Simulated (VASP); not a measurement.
A run of VASP 6.6.1 is set up as follows.

The input INCAR:

```
SYSTEM = SnO2
PREC = Accurate
ENCUT = 520
EDIFF = 1E-6
ISMEAR = 0
SIGMA = 0.05
LREAL = .FALSE.
LASPH = .TRUE.
NELM = 100
ALGO = Normal
ISIF = 2
LWAVE = .FALSE.
LCHARG = .FALSE.
GGA = PE
IVDW = 12
NBANDS = 64
```

Contents of KPOINTS:

```
Automatic mesh
0
G
  6 6 6
  0 0 0
```

The input POSCAR:

```
SnO2
1.0
    3.2373377712      1.8690778337      4.2908446647
   -3.2373377712      1.8690778337      4.2908446647
    0.0000000000     -3.7381556673      4.2908446647
Sn O
4 8
Direct
    0.8635787996      0.8653789871      0.8653789870
    0.3635911525      0.3653928038      0.8653858178
    0.3635911525      0.8653858179      0.3653928037
    0.8635870226      0.3653913494      0.3653913493
    0.1379415275      0.6127865355      0.6127865248
    0.6379198332      0.1128173080      0.6127947181
    0.6379198332      0.6127947287      0.1128172974
    0.6005485972      0.6123317149      0.6123317262
    0.1379353412      0.1128126639      0.1128126532
    0.1005407043      0.1123173062      0.6123096391
    0.1005407043      0.6123096279      0.1123173175
    0.6005701136      0.1123177649      0.1123177762
```

Potentials or basis: VASP PAW PBE potentials, release 64 (Sn_d, O).

Command:

```bash
$ cat potpaw_PBE.64/Sn_d/POTCAR potpaw_PBE.64/O/POTCAR > POTCAR
$ mpirun -np 1 vasp_std > vasp.out
```

(1) Predict the largest force.

(2) Predict the band gap on the k mesh.

(3) Estimate the dispersion energy per atom.

(4) What does it give for the pressure?

Answers

(1) 0.987 eV/Å.

(2) 1.54 eV.

(3) -0.201 eV.

(4) 1.4 GPa.

Caveat: the cell differs from its parent crystal (atoms displaced along a vibrational mode); spin-orbit coupling is left out, which moves the levels of the heavy elements.
